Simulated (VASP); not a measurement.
Input of a VASP 6.6.1 run:

INCAR

```
SYSTEM = PbS
PREC     = Accurate       ! precision mode
ENCUT    = 520            ! plane-wave cutoff, eV
EDIFF    = 1E-6           ! SCF threshold, eV
ISMEAR   = 0              ! smearing method
SIGMA    = 0.1            ! smearing width, eV
LREAL    = .False.        ! projectors in reciprocal space
LASPH    = .True.         ! aspherical terms in the spheres
NELM     = 80             ! most SCF steps
ALGO     = Normal         ! electronic algorithm
ISIF     = 2              ! what is computed and relaxed
LWAVE    = .False.        ! write WAVECAR
LCHARG   = .False.        ! write CHGCAR
GGA      = PS             ! functional
NBANDS   = 17             ! bands
```

The input KPOINTS:

```
regular mesh
0
Gamma
  6 6 6
  0 0 0
```

POSCAR

```
PbS
1.0
    0.0000000000      2.9680000000      2.9680000000
    2.9680000000      0.0000000000      2.9680000000
    2.9680000000      2.9680000000      0.0000000000
Pb S
1 1
Direct
    0.0000000000      0.0000000000      0.0000000000
    0.5000000000      0.5000000000      0.5000000000
```

Potentials or basis: VASP PAW PBE potentials, release 64 (Pb_d, S).

Command:

```sh
$ cat potpaw_PBE.64/Pb_d/POTCAR potpaw_PBE.64/S/POTCAR > POTCAR
$ mpirun -np 1 vasp_std > vasp.out
```

Question: What does it give for the band gap on the k mesh?

Answer: 0.26 eV, direct.

Question: Estimate the pressure.

Answer: -1.1 GPa.

Caveat: the PAW data sets were made with another functional, which shifts forces and pressure a little; spin-orbit coupling is left out, which moves the levels of the heavy elements. A k mesh can miss the band edges.
